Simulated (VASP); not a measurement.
Write the native input for VASP 6.6.1 that does the following.

- Task: single point
- Functional: PBEsol
- Dispersion: D3(BJ)
- Potentials or basis: VASP PAW PBE potentials, release 64 (Bi_d, Te)
- Cutoff: 520 eV
- k mesh: 9 × 9 × 9
- Occupations: fermi-dirac, width 0.1 eV
- Spin: no spin polarisation
- Dipole correction: no
- Further INCAR settings: ALGO = Normal; EDIFF = 1e-06; NBANDS = 18

The structure of BiTe lies in POSCAR:

```
BiTe
1.0
    0.0000000000      3.2350000000      3.2350000000
    3.2350000000      0.0000000000      3.2350000000
    3.2350000000      3.2350000000      0.0000000000
Bi Te
1 1
Direct
    0.0000000000      0.0000000000      0.0000000000
    0.4690880989      0.4690880989      0.5309119011
```

These files were run (other wordings do the same):

INCAR

```
ALGO = Normal
EDIFF = 1E-6
ENCUT = 520
GGA = PS
ISIF = 2
ISMEAR = -1
IVDW = 12
LASPH = True
LCHARG = False
LREAL = False
LWAVE = False
NBANDS = 18
NELM = 60
PREC = Accurate
SIGMA = 0.1
```

KPOINTS

```
k-points
0
Gamma
  9 9 9
```

Potentials or basis: VASP PAW PBE potentials, release 64 (Bi_d, Te).

Run with:

```bash
$ cat potpaw_PBE.64/Bi_d/POTCAR potpaw_PBE.64/Te/POTCAR > POTCAR
$ mpirun -np 1 vasp_std > vasp.out
```

Results of the run:

```yaml
Pressure: -3.1 GPa
Largest_force: 0.509 eV/Å
Dispersion_energy_per_atom: -0.445 eV
```

Caveat: three body term missing; the PAW data sets were made with another functional, which shifts forces and pressure a little; pairwise dispersion overbinds metals, which lowers pressure and volume.

It took 77 s on 1 thread of Intel(R) Xeon(R) 6975P-C (Granite Rapids), on a shared host, peak memory 0.26 GiB.
